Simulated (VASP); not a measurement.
# HfN (F-43m) in VASP: single point with r2SCAN

Aim: the single point of HfN with r2SCAN.

Everything below comes from runs of VASP 6.6.1. Logs are shortened: lines on timing, memory, paths and dates and some standing lists are left out, and cuts for length are marked.

## Step 1: The cell of the first run

The structure is cubic, space group F-43m (No. 216). Conventional cell: a = 4.910 Å, b = 4.910 Å, c = 4.910 Å, α = 90.00°, β = 90.00°, γ = 90.00°. Within 2.8 Å of Hf (site symmetry -43m) lie 4 N at 2.13 Å. N (site symmetry -43m) has 4 Hf at 2.13 Å within 2.8 Å.

## Step 2: Single point, r2SCAN

POSCAR reads:

```
HfN
1.0
    0.0000000000      2.4548220000      2.4548220000
    2.4548220000      0.0000000000      2.4548220000
    2.4548220000      2.4548220000      0.0000000000
Hf N
1 1
Direct
    0.0000000000      0.0000000000      0.0000000000
    0.7500000000      0.7500000000      0.7500000000
```

INCAR.step1 reads:

```
SYSTEM = HfN
  ALGO = Normal
  EDIFF = 1E-4
  ENCUT = 520
  GGA = PE
  ISMEAR = 0
  LASPH = .TRUE.
  LCHARG = .FALSE.
  LREAL = .FALSE.
  LWAVE = .TRUE.
  NBANDS = 14
  NELM = 60
  PREC = Accurate
  SIGMA = 0.15
```

INCAR.step2 reads:

```
SYSTEM = HfN
  ALGO = Normal
  EDIFF = 1E-6
  ENCUT = 520
  ISIF = 2
  ISMEAR = 0
  ISTART = 1
  LASPH = .TRUE.
  LCHARG = .FALSE.
  LMIXTAU = .TRUE.
  LREAL = .FALSE.
  LWAVE = .FALSE.
  METAGGA = R2SCAN
  NBANDS = 14
  NELM = 60
  PREC = Accurate
  SIGMA = 0.15
```

KPOINTS reads:

```
k-points
0
G
  16 16 16
  0 0 0
```

Potentials or basis: VASP PAW PBE potentials, release 64 (Hf_pv, N).

Launch:

```sh
cat potpaw_PBE.64/Hf_pv/POTCAR potpaw_PBE.64/N/POTCAR > POTCAR
cp INCAR.step1 INCAR
mpirun -np 1 vasp_std > vasp.out
cp INCAR.step2 INCAR
mpirun -np 1 vasp_std > vasp.out
```

OUTCAR:

```text
SYSTEM = HfN
   EDIFF = 1E-6
   ENCUT = 520
   ISIF = 2
   ISMEAR = 0
   ISTART = 1
   LASPH = .TRUE.
   LREAL = .FALSE.
   METAGGA = R2SCAN
   NELM = 60
   PREC = Accurate

 ion  position               nearest neighbor table
   1  0.000  0.000  0.000-   2 2.13   2 2.13   2 2.13   2 2.13
   2  0.750  0.750  0.750-   1 2.13   1 2.13   1 2.13   1 2.13

  LATTYP: Found a face centered cubic cell.
 ALAT       =     4.9096440000

  Lattice vectors:

 A1 = (   0.0000000000,   2.4548220000,   2.4548220000)
 A2 = (   2.4548220000,   0.0000000000,   2.4548220000)
 A3 = (   2.4548220000,   2.4548220000,   0.0000000000)

Analysis of symmetry for initial positions (statically):
=====================================================================
 Subroutine PRICEL returns:
 Original cell was already a primitive cell.

 Routine SETGRP: Setting up the symmetry group for a
 face centered cubic supercell.

 Subroutine GETGRP returns: Found 24 space group operations
 (whereof 24 operations were pure point group operations)
 out of a pool of 48 trial point group operations.

The static configuration has the point symmetry T_d .

Analysis of symmetry for dynamics (positions and initial velocities):
=====================================================================
 Subroutine PRICEL returns:
 Original cell was already a primitive cell.

 Routine SETGRP: Setting up the symmetry group for a
 face centered cubic supercell.

 Subroutine GETGRP returns: Found 24 space group operations
 (whereof 24 operations were pure point group operations)
 out of a pool of 48 trial point group operations.

The dynamic configuration has the point symmetry T_d .

 Subroutine INISYM returns: Found 24 space group operations
 (whereof 24 operations are pure point group operations),
 and found     1 'primitive' translations

----------------------------------------------------------------------------------------

                                     Primitive cell

  volume of cell :      29.5863

  direct lattice vectors                    reciprocal lattice vectors
     0.000000000  2.454822000  2.454822000    -0.203680756  0.203680756  0.203680756
     2.454822000  0.000000000  2.454822000     0.203680756 -0.203680756  0.203680756
     2.454822000  2.454822000  0.000000000     0.203680756  0.203680756 -0.203680756

  length of vectors
     3.471642566  3.471642566  3.471642566     0.352785417  0.352785417  0.352785417

  position of ions in fractional coordinates (direct lattice)
     0.000000000  0.000000000  0.000000000
     0.750000000  0.750000000  0.750000000

  ion indices of the primitive-cell ions
   primitive index   ion index
                 1           1
                 2           2

----------------------------------------------------------------------------------------

 KPOINTS: k-points

Automatic generation of k-mesh.
 Grid dimensions read from file:
 generate k-points for:   16   16   16

 Generating k-lattice:

  Cartesian coordinates                     Fractional coordinates (reciprocal lattice)
    -0.012730047  0.012730047  0.012730047     0.062500000  0.000000000  0.000000000
     0.012730047 -0.012730047  0.012730047     0.000000000  0.062500000  0.000000000
     0.012730047  0.012730047 -0.012730047     0.000000000  0.000000000  0.062500000

  Length of vectors
     0.022049089  0.022049089  0.022049089

  Shift w.r.t. Gamma in fractional coordinates (k-lattice)
     0.000000000  0.000000000  0.000000000

 Subroutine IBZKPT returns following result:
 ===========================================

 Found    145 irreducible k-points:

 Following reciprocal coordinates:
            Coordinates               Weight
  0.000000  0.000000  0.000000      1.000000
  0.062500  0.000000  0.000000      8.000000
  0.125000  0.000000  0.000000      8.000000
  0.187500  0.000000  0.000000      8.000000
  0.250000  0.000000  0.000000      8.000000
  0.312500  0.000000  0.000000      8.000000
[... 16 lines left out ...]
 -0.125000  0.062500  0.000000     24.000000
 -0.062500  0.062500  0.000000     12.000000
 [... further k-points ...]
   k-points           NKPTS =    145   k-points in BZ     NKDIM =    145   number of bands    NBANDS=     14
   number of dos      NEDOS =    301   number of ions     NIONS =      2
   total plane-waves  NPLWV =  21952
   dimension x,y,z NGX =    28 NGY =   28 NGZ =   28
   dimension x,y,z NGXF=    56 NGYF=   56 NGZF=   56
   ions per type =               1   1
   NGX,Y,Z   is equivalent  to a cutoff of  13.41, 13.41, 13.41 a.u.
   NGXF,Y,Z  is equivalent  to a cutoff of  26.82, 26.82, 26.82 a.u.
 SYSTEM =  HfN
   PREC   = accura    normal or accurate (medium, high low for compatibility)
   ISTART =      1    job   : 0-new  1-cont  2-samecut
   ICHARG =      0    charge: 1-file 2-atom 10-const
   ISPIN  =      1    spin polarized calculation?
   LNONCOLLINEAR =      F non collinear calculations
   LSORBIT =      F    spin-orbit coupling
   LASPH  =      T    aspherical Exc in radial PAW
   ENCUT  =  520.0 eV  38.22 Ry    6.18 a.u.   6.45  6.45  6.45*2*pi/ulx,y,z
   NELM   =     60;   NELMIN=  2; NELMDL=  0     # of ELM steps
   EDIFF  = 0.1E-05   stopping-criterion for ELM
   LREAL  =      F    real-space projection
   EDIFFG = 0.1E-04   stopping-criterion for IOM
   NSW    =      0    number of steps for IOM
   IBRION =     -1    ionic relax: 0-MD 1-quasi-New 2-CG
   NFREE  =      0    steps in history (QN), initial steepest desc. (CG)
   ISIF   =      2    stress and relaxation
   ISYM   =      2    0-nonsym 1-usesym 2-fastsym
   POTIM  = 0.5000    time-step for ionic-motion
   TEBEG  =    0.0;   TEEND  =   0.0 temperature during run
   PSTRESS=    0.0 pullay stress
   NELECT =      15.0000    total number of electrons
   NUPDOWN=      -1.0000    fix difference up-down
   EMIN   =  10.00;   EMAX   =-10.00  energy-range for DOS
   EFERMI =   0.00;   METHOD = LEGACY
   ISMEAR =     0;   SIGMA  =   0.15  broadening in eV -4-tet -1-fermi 0-gaus
   EFERMI_NEDOS =   21; number of points for ismear=-14 and -15
   IALGO  =     38    algorithm
   IMIX   =      4    mixing-type and parameters
     AMIX     =   0.40;   BMIX     =  1.00
     AMIX_MAG =   1.60;   BMIX_MAG =  1.00
  volume/ion in A,a.u.               =      14.79        99.83
  Fermi-wavevector in a.u.,A,eV,Ry     =   1.305395  2.466839 23.185087  1.704056
  Thomas-Fermi vector in A             =   2.436267
   LORBIT       =      0    0 simple, 1 ext, 2 COOP (PROOUT), +10 PAW based schemes
   METAGGA = R2SCAN    functional components
   LHFCALC =     F    Hartree Fock is set to
   AEXX    =    0.0000 exact exchange contribution
   IVDW    =     0    specifies the selected vdW correction
   LEPSILON=     F    determine dielectric tensor
   LRPA    =     F    only Hartree local field effects (RPA)
 non-spin polarized calculation
 Gauss-broadening in eV      SIGMA  =   0.15
  energy-cutoff  :      520.00
  volume of cell :       29.59
 maximum number of plane-waves:       821
 NGX is ok and might be reduce to    28
   NGX = 13   NGY = 13   NGZ = 13

 number of electron      15.0000001 magnetization

 Free energy of the ion-electron system (eV)
  ---------------------------------------------------
  ext. energy  EPLUGINS =         0.00000000
  ---------------------------------------------------
  free energy    TOTEN  =       -57.71388419 eV

  energy without entropy =      -57.70711012  energy(sigma->0) =      -57.71049715

 E-fermi :   5.7993     XC(G=0): -11.9472

 val. band max:        5.7400562833   @ k =   0.4375   0.2500   0.0625
 cond. band min:       5.8194965043   @ k =   0.3125   0.2500   0.0625
 fundamental gap:      0.0794402210
 Fermi energy:         5.7992637794

 k-point     1 :       0.0000    0.0000    0.0000
  band No.  band energies     occupation
      1     -26.5720      2.00000
      2     -26.5720      2.00000
      3     -26.5720      2.00000
      4     -11.4606      2.00000
      5      -0.0320      2.00000
      6      -0.0320      2.00000
      7      -0.0320      2.00000
      8       5.0967      2.00000
      9       8.2426      0.00000
     10       8.2426      0.00000
     11      12.6878      0.00000
     12      12.6878      0.00000
     13      12.6878      0.00000
     14      16.9768      0.00000

 k-point     2 :       0.0625    0.0000    0.0000
  band No.  band energies     occupation
      1     -26.5916      2.00000
      2     -26.5745      2.00000
      3     -26.5745      2.00000
      4     -11.4143      2.00000
      5      -0.1245      2.00000
      6      -0.0022      2.00000
      7      -0.0022      2.00000
      8       5.3219      1.99999
      9       8.1706      0.00000
     10       8.1706      0.00000
     11      12.5716      0.00000
     12      12.7878      0.00000
     13      12.7878      0.00000
     14      16.9767      0.00000

 k-point     3 :       0.1250    0.0000    0.0000
  band No.  band energies     occupation
      1     -26.6471      2.00000
      2     -26.5816      2.00000
      3     -26.5816      2.00000
      4     -11.2847      2.00000
      5      -0.3345      2.00000
      6       0.0808      2.00000
      7       0.0808      2.00000
      8       5.9096      0.29804
      9       8.0085      0.00000
     10       8.0085      0.00000
     11      12.2791      0.00000
     12      13.0015      0.00000
     13      13.0015      0.00000
     14      16.9766      0.00000

 k-point     4 :       0.1875    0.0000    0.0000
  band No.  band energies     occupation
      1     -26.7288      2.00000
      2     -26.5921      2.00000
      3     -26.5921      2.00000
      4     -11.0965      2.00000
      5      -0.5372      2.00000
      6       0.1992      2.00000
      7       0.1992      2.00000
      8       6.6620      0.00000
      9       7.8652      0.00000
     10       7.8652      0.00000
     11      11.9328      0.00000
     12      13.1387      0.00000
     13      13.1387      0.00000
     14      16.1693      0.00000

 k-point     5 :       0.2500    0.0000    0.0000
  band No.  band energies     occupation
      1     -26.8231      2.00000
      2     -26.6045      2.00000
      3     -26.6045      2.00000
      4     -10.8848      2.00000
      5      -0.6440      2.00000
      6       0.3279      2.00000
      7       0.3279      2.00000
      8       7.3346      0.00000
      9       7.8326      0.00000
     10       7.8326      0.00000
     11      11.6307      0.00000
[... 276 lines left out ...]
 k-point    22 :      -0.1875    0.0625    0.0000
  band No.  band energies     occupation
      1     -26.7644      2.00000
      2     -26.6125      2.00000
      3     -26.5920      2.00000
      4     -10.9950      2.00000
      5      -0.6220      2.00000
      6       0.2435      2.00000
      7       0.2960      2.00000
      8       7.0163      0.00000
      9       7.5165      0.00000
     10       8.1038      0.00000
     11      11.8286      0.00000
     12      12.8999      0.00000
     13      13.3539      0.00000
     14      15.8099      0.00000

 k-point    23 :      -0.1250    0.0625    0.0000
  band No.  band energies     occupation
      1     -26.6808      2.00000
      2     -26.5981      2.00000
      3     -26.5819      2.00000
      4     -11.1911      2.00000
      5      -0.4663      2.00000
      6       0.1221      2.00000
      7       0.1762      2.00000
      8       6.3015      0.00000
      9       7.6813      0.00000
     10       8.1437      0.00000
     11      12.1938      0.00000
     12      12.8573      0.00000
     13      13.2596      0.00000
     14      16.9756      0.00000

 k-point    24 :      -0.0625    0.0625    0.0000
  band No.  band energies     occupation
      1     -26.6197      2.00000
      2     -26.5847      2.00000
      3     -26.5758      2.00000
      4     -11.3403      2.00000
      5      -0.2643      2.00000
      6       0.0339      2.00000
      7       0.0693      2.00000
      8       5.6653      1.79359
      9       7.9320      0.00000
     10       8.2045      0.00000
     11      12.4912      0.00000
     12      12.7408      0.00000
     13      13.0157      0.00000
     14      16.9767      0.00000

 [... further k-points ...]
[... 5 lines left out ...]
  --------------------------------------------------------------------------------------
  -------------------------------------------------------------------------------------
  Total       -0.6518724     -0.6518724     -0.6518724     -0.0000000      0.0000000     -0.0000000
  in kB      -35.3006871    -35.3006871    -35.3006871     -0.0000000      0.0000000     -0.0000000
  external PRESSURE =     -35.3006871 kB  Pullay stress =       0.0000000 kB

 VOLUME and BASIS-vectors are now :
 -----------------------------------------------------------------------------
  energy-cutoff  :      520.00
  volume of cell :       29.59
      direct lattice vectors                 reciprocal lattice vectors
     0.000000000  2.454822000  2.454822000    -0.203680756  0.203680756  0.203680756
     2.454822000  0.000000000  2.454822000     0.203680756 -0.203680756  0.203680756
     2.454822000  2.454822000  0.000000000     0.203680756  0.203680756 -0.203680756

 POSITION                                       TOTAL-FORCE (eV/Angst)
 -----------------------------------------------------------------------------------
      0.00000      0.00000      0.00000        -0.000000     -0.000000     -0.000000
      3.68223      3.68223      3.68223         0.000000      0.000000      0.000000
 -----------------------------------------------------------------------------------
    total drift:                               -0.000001     -0.000001     -0.000001

  FREE ENERGIE OF THE ION-ELECTRON SYSTEM (eV)
  ---------------------------------------------------
  free  energy   TOTEN  =       -57.7138841895 eV

  energy  without entropy=      -57.7071101181  energy(sigma->0) =      -57.71049715
```

It took 6.5 min on 1 thread of Intel Xeon 8259CL, shared host; peak memory 0.21 GiB.

What came out:

| Item | Value |
| --- | --- |
| Free energy | -57.7139 eV |
| Pressure | -3.5 GPa |

Caveat: the PAW data sets were made with another functional, which shifts forces and pressure a little; spin-orbit coupling is left out, which moves the levels of the heavy elements.
